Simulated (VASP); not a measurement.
Crystal: SiBBr.

```
CELL_PARAMETERS angstrom
4.21752 0.00000 0.00000
-2.10876 3.65248 0.00000
0.00000 0.00000 7.17844
ATOMIC_POSITIONS crystal
Si 0.00000 0.00000 0.26069
Si 0.00000 0.00000 0.76069
B 0.66667 0.33333 0.98489
B 0.33333 0.66667 0.48489
Br 0.33333 0.66667 0.04682
Br 0.66667 0.33333 0.54682
```

| Item | Value |
| --- | --- |
| Program | VASP 6.6.1 |
| Task | relaxation of cell and atoms |
| Functional | PBE |
| Potentials or basis | VASP PAW PBE potentials, release 64 (Si, B, Br) |
| Cutoff | 600 eV |
| k mesh | 6 × 6 × 4 |
| Occupations | gaussian, width 0.1 eV |
| Spin | no spin polarisation |

At the start: pressure -1.7 GPa; volume 18.43 Å³/atom.

**Question.** Where does the relaxation end?

**Answer.** Over 40 steps the energy falls by 1597.5 meV/atom and the volume is 17.95 Å³/atom (-2.6 %); space group P6_3mc (No. 186, to 0.05 Å).

Step by step:
| step | energy change (eV) | largest force (eV/Å) | pressure (GPa) | volume (Å³) |
| --- | --- | --- | --- | --- |
| 1 | 0.0000 | 0.4154 | -1.65 | 110.58 |
| 2 | -0.0611 | 0.4893 | -0.81 | 107.57 |
| 3 | -0.1428 | 0.6516 | 2.81 | 98.83 |
| 4 | -0.1727 | 0.6699 | 3.12 | 98.34 |
| 5 | -0.2574 | 0.7023 | 4.16 | 96.87 |
| 6 | -0.4091 | 0.7780 | 6.43 | 93.96 |
| 7 | -0.5409 | 0.9708 | 13.74 | 88.30 |
| 8 | -0.5708 | 0.9841 | 13.94 | 88.29 |
| 9 | -0.6597 | 1.0215 | 14.55 | 88.27 |
| 10 | -0.8356 | 1.1298 | 15.72 | 88.22 |
| 11 | -1.1720 | 1.1974 | 17.88 | 88.12 |
| 12 | -1.0421 | 1.3243 | 22.72 | 87.92 |
| 13 | -1.3114 | 1.1032 | 18.96 | 88.06 |
| 14 | -1.3380 | 0.8589 | 20.01 | 88.01 |
| 15 | -1.6889 | 0.7085 | 16.76 | 91.21 |
| 16 | -1.9021 | 2.2041 | 10.55 | 101.29 |
| 17 | -1.9675 | 1.5112 | 11.80 | 98.24 |
| 18 | -2.3260 | 1.2206 | 8.16 | 101.50 |
| 19 | -2.8750 | 1.4566 | 0.90 | 111.18 |
| 20 | -2.9074 | 1.5314 | -5.46 | 131.97 |
| 21 | -2.9956 | 1.6433 | -3.95 | 124.36 |
| 22 | -3.4856 | 1.7077 | -4.53 | 125.22 |
| 23 | -5.2997 | 1.8098 | -7.04 | 126.60 |
| 24 | -8.1405 | 1.1874 | -8.95 | 124.40 |
| 25 | -8.6517 | 1.0534 | 1.67 | 107.71 |
| 26 | -8.7165 | 1.0750 | -1.58 | 111.40 |
| 27 | -8.9876 | 1.0855 | -0.41 | 107.83 |
| 28 | -9.2426 | 0.5691 | 6.29 | 97.19 |
| 29 | -9.2858 | 0.9951 | 2.97 | 101.10 |
| 30 | -9.2982 | 0.9054 | 3.91 | 99.82 |
| 31 | -9.4602 | 0.2556 | 1.56 | 102.51 |
| 32 | -9.4664 | 0.0725 | 1.16 | 103.12 |
| 33 | -9.5506 | 0.2058 | -0.19 | 105.30 |
| 34 | -9.5552 | 0.2786 | -0.57 | 106.02 |
| 35 | -9.5553 | 0.2687 | -0.52 | 105.92 |
| 36 | -9.5664 | 0.1878 | 0.25 | 105.35 |
| 37 | -9.5694 | 0.1372 | 0.92 | 104.87 |
| 38 | -9.5777 | 0.0887 | 0.64 | 105.64 |
| 39 | -9.5821 | 0.0831 | 0.27 | 106.77 |
| 40 | -9.5851 | 0.0271 | -0.16 | 107.67 |

Final structure:
```
Si B Br
1.0
     3.52323    0.00000    0.00000
    -1.76162    3.05121    0.00000
     0.00000    0.00000   10.01577
Si B Br
2 2 2
Direct
  0.00000 0.00000 0.35338
  0.00000 0.00000 0.85338
  0.66667 0.33333 0.82849
  0.33333 0.66667 0.32849
  0.33333 0.66667 0.11053
  0.66667 0.33333 0.61053
```
